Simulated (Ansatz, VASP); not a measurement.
**Two plane-wave programs on KI**

```
CELL_PARAMETERS angstrom
0.00000 3.39125 3.39125
3.39125 0.00000 3.39125
3.39125 3.39125 0.00000
ATOMIC_POSITIONS crystal
K 0.00000 0.00000 0.00000
I 0.50000 0.50000 0.50000
```

Alike in both runs: task single point; functional PBE; k mesh 6 × 6 × 6; occupations gaussian, width 0.02 eV; no spin polarisation.

|  | VASP | Ansatz |
| --- | --- | --- |
| version | VASP 6.6.1 | Ansatz 0.2.0 |
| potentials or method | VASP PAW PBE potentials, release 64 (K_sv, I), cutoff 520 eV | scalar-relativistic, plane waves, PAW |
| valence electrons in the cell | 16 | 26 |

Ansatz gave:

```
gap on the k mesh at the Fermi level (eV) : 4.28
least direct gap on the mesh (eV)         : 4.28
pressure (GPa)                            : 2.8
```

Problem. Estimate VASP's values.

Solution. gap on the k mesh at the Fermi level (eV): 4.27; least direct gap on the mesh (eV): 4.27; pressure (GPa): 2.8.

VASP's potentials hold 16 valence electrons a cell and Ansatz's 26, so a difference there can come from the potentials and not from the codes.

Spin-orbit coupling is off throughout.
